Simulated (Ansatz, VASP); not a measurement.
# AlC in VASP and in Ansatz

```
CELL_PARAMETERS angstrom
1.61790 -4.26885 0.00000
1.61790 4.26885 0.00000
0.00000 0.00000 3.21394
ATOMIC_POSITIONS crystal
Al 0.85400 0.14600 0.75000
Al 0.14600 0.85400 0.25000
C 0.55000 0.45000 0.75000
C 0.45000 0.55000 0.25000
```

Alike in both runs: task relaxation of cell and atoms; functional PBE; k mesh 6 × 6 × 6; occupations gaussian, width 0.1 eV; no spin polarisation.

|  | VASP | Ansatz |
| --- | --- | --- |
| version | VASP 6.6.1 | Ansatz 0.2.0 |
| potentials or method | VASP PAW PBE potentials, release 64 (Al, C), cutoff 600 eV | scalar-relativistic, plane waves, PAW |
| valence electrons in the cell | 14 | 14 |

Ansatz gave:

* gap on the k mesh at the Fermi level, each at its own relaxed structure (eV): none
* relaxed volume (Å³/atom): 10.55
* relaxed cell length with the largest relative difference (Å): 5.782

Q: Estimate VASP's values.

A: gap on the k mesh at the Fermi level, each at its own relaxed structure (eV): none; relaxed volume (Å³/atom): 10.52; relaxed cell length with the largest relative difference (Å): 5.755.

A gap of «none» marks a metal or a gap that the smearing closes.
